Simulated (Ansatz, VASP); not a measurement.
**One calculation of IrS, two programs**

```
Ir S
1.0
     0.00000    2.46052    2.46052
     2.46052    0.00000    2.46052
     2.46052    2.46052    0.00000
Ir S
1 1
Direct
  0.50000 0.50000 0.50000
  0.01626 0.01626 0.98374
```

Alike in both runs: task single point; functional r2SCAN; k mesh 12 × 12 × 12; occupations gaussian, width 0.05 eV; no spin polarisation.

```csv
,VASP,Ansatz
version,VASP 6.6.1,Ansatz 0.2.0
potentials or method,"VASP PAW PBE potentials, release 64 (Ir, S), cutoff 520 eV","scalar-relativistic, plane waves, PAW"
valence electrons in the cell,15,23
```

```tsv
	VASP	Ansatz	Ansatz less VASP
gap on the k mesh at the Fermi level (eV)	none	none	-
pressure (GPa)	1.6	0.4	-1.21
traceless stress, the component that is largest in VASP (GPa)	1.43	1.34	-0.090
rms of the force components (eV/Å)	0.039	0.050	+0.0106
```

VASP's potentials were made for PBE, not for r2SCAN. Atom by atom the forces differ by 0.011 eV/Å (rms over components). A gap of «none» marks a metal or a gap that the smearing closes. VASP's potentials hold 15 valence electrons a cell and Ansatz's 23, so a difference there can come from the potentials and not from the codes.

Spin-orbit coupling is off throughout.
